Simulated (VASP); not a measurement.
The system is Hf.

```
Hf
1.0
     4.19434    0.00000    0.00000
     0.00000    4.19434    0.00000
     0.00000    0.00000    4.19434
Hf
3
Cartesian
  0.0000 2.0972 2.0972
  2.0972 0.0000 2.0972
  2.0972 2.0972 0.0000
```

The cell was built from a structure type or drawn by symmetry, and may not be a known phase.

| Item | Value |
| --- | --- |
| Program | VASP 6.6.1 |
| Task | relaxation of cell and atoms |
| Functional | PBE |
| Potentials or basis | VASP PAW PBE potentials, release 64 (Hf_pv) |
| Cutoff | 600 eV |
| k mesh | 4 × 4 × 4 |
| Occupations | gaussian, width 0.1 eV |
| Spin | no spin polarisation |

At the start: pressure 4.2 GPa; volume 24.60 Å³/atom.

Q: How do energy, volume and symmetry change on relaxing?

A: Over 3 steps the energy falls by 17.8 meV/atom and the volume is 25.99 Å³/atom (+5.7 %); space group Pm-3m (No. 221, to 0.1 Å) before and after.

Step by step:
```tsv
step	energy change (eV)	largest force (eV/Å)	pressure (GPa)	volume (Å³)
1	0.0000	0.0000	4.25	73.79
2	-0.0289	0.0000	-2.58	80.97
3	-0.0535	0.0000	0.00	77.98
```

Final structure:
```
Hf
1.0
     4.27230    0.00000    0.00000
     0.00000    4.27230    0.00000
     0.00000    0.00000    4.27230
Hf
3
Direct
  0.00000 0.50000 0.50000
  0.50000 0.00000 0.50000
  0.50000 0.50000 0.00000
```

Caveat: the k points lie up to 0.37 Å⁻¹ apart in the final cell, too coarse for converged energies and pressures of a metal.
